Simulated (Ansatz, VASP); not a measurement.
# SiGe in VASP and in Ansatz

The input INCAR:

```
SYSTEM = SiGe
  ALGO = Normal
  EDIFF = 1E-6
  ENCUT = 520
  GGA = PS
  ISIF = 2
  ISMEAR = 0
  LASPH = .True.
  LCHARG = .True.
  LELF = .True.
  LREAL = .False.
  LVHAR = .True.
  LWAVE = .False.
  NBANDS = 26
  NELM = 60
  PREC = Accurate
  SIGMA = 0.03
```

KPOINTS

```
k-points
0
Gamma
  12 12 6
  0 0 0
```

File POSCAR:

```
SiGe
1.0
    3.8654920470      0.0000000000      0.0000000000
   -1.9327460235      3.3476143109      0.0000000000
    0.0000000000      0.0000000000      6.3853843130
Si Ge
2 2
Direct
    0.6666666667      0.3333333333      0.8745463082
    0.3333333333      0.6666666667      0.3745463082
    0.6666666667      0.3333333333      0.5004526918
    0.3333333333      0.6666666667      0.0004526918
```

Input for Ansatz:

```yaml
crystal:
  lattice:
    - [3.865492047, 0.0, 0.0]
    - [-1.9327460235, 3.3476143109, 0.0]
    - [0.0, 0.0, 6.385384313]
  atoms:
    - { symbol: Si, position: [0.6666666667, 0.3333333333, 0.8745463082] }
    - { symbol: Si, position: [0.3333333333, 0.6666666667, 0.3745463082] }
    - { symbol: Ge, position: [0.6666666667, 0.3333333333, 0.5004526918] }
    - { symbol: Ge, position: [0.3333333333, 0.6666666667, 0.0004526918] }
basis:
  ecutwfc: 420
kpoints:
  mp_grid: { grid: [12, 12, 6] }
hamiltonian:
  xc: pbesol
  pseudopotentials: { kind: paw, azcp: { folder: soft_1 } }
scf:
  occupations: { method: gaussian, width: 0.03 }
output:
  forces: true
  stress: true
  eigenvalues: true
  write_density: true
  write_potential: true
  elf: true
  volumetric_format: npy
```

Alike in both runs: task single point; functional PBEsol; k mesh 12 × 12 × 6; occupations gaussian, width 0.03 eV; no spin polarisation.

|  | VASP | Ansatz |
| --- | --- | --- |
| version | VASP 6.6.1 | Ansatz 0.2.0 |
| potentials or method | VASP PAW PBE potentials, release 64 (Si, Ge_d), cutoff 520 eV | scalar-relativistic, plane waves, PAW |
| valence electrons in the cell | 36 | 36 |

```csv
,VASP,Ansatz,Ansatz less VASP
gap on the k mesh at the Fermi level (eV),0.30,0.30,0.000
least direct gap on the mesh (eV),0.48,0.48,-0.004
pressure (GPa),2.3,2.3,+0.02
rms of the force components (eV/Å),0.007,0.007,+0.0002
```

VASP's potentials were made for PBE, not for PBEsol, and Ansatz warns of the same on its side. Atom by atom the forces differ by 0.000 eV/Å (rms over components).
